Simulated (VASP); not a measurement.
Se, 3 atoms in the cell. The structure is trigonal, space group P3_221 (No. 154). Conventional cell: a = 4.486 Å, b = 4.486 Å, c = 4.949 Å, α = 90.00°, β = 90.00°, γ = 120.00°. Se (site symmetry 2) has 2 Se at 2.36 Å within 3.1 Å.  This cell differs from its parent crystal: equal xx and yy strain of +3 %.

| Property | Result |
| --- | --- |
| Program | VASP 6.6.1 |
| Task | electric field gradients |
| Functional | PBE |
| Potentials or basis | VASP PAW PBE potentials, release 64 (Se) |
| Cutoff | 520 eV |
| k mesh | 8 × 8 × 6 |
| Occupations | fermi-dirac, width 0.03 eV |
| Spin | no spin polarisation |
| Dipole correction | no |
| Further INCAR settings | ALGO = Normal; EDIFF = 1e-08; NBANDS = 16 |

Potentials or basis: VASP PAW PBE potentials, release 64 (Se).

Launch:

```console
$ cat potpaw_PBE.64/Se/POTCAR > POTCAR
$ mpirun -np 1 vasp_std > vasp.out
```

Hardware: 1 thread of Intel(R) Xeon(R) 6975P-C (Granite Rapids) (shared host).

**Question.** Estimate the wall time of this run.

**Answer.** Wall time 36 s on 1 thread of Intel(R) Xeon(R) 6975P-C (Granite Rapids) (shared host), peak memory 0.24 GiB. Counts: scf iterations 14, k points 50.
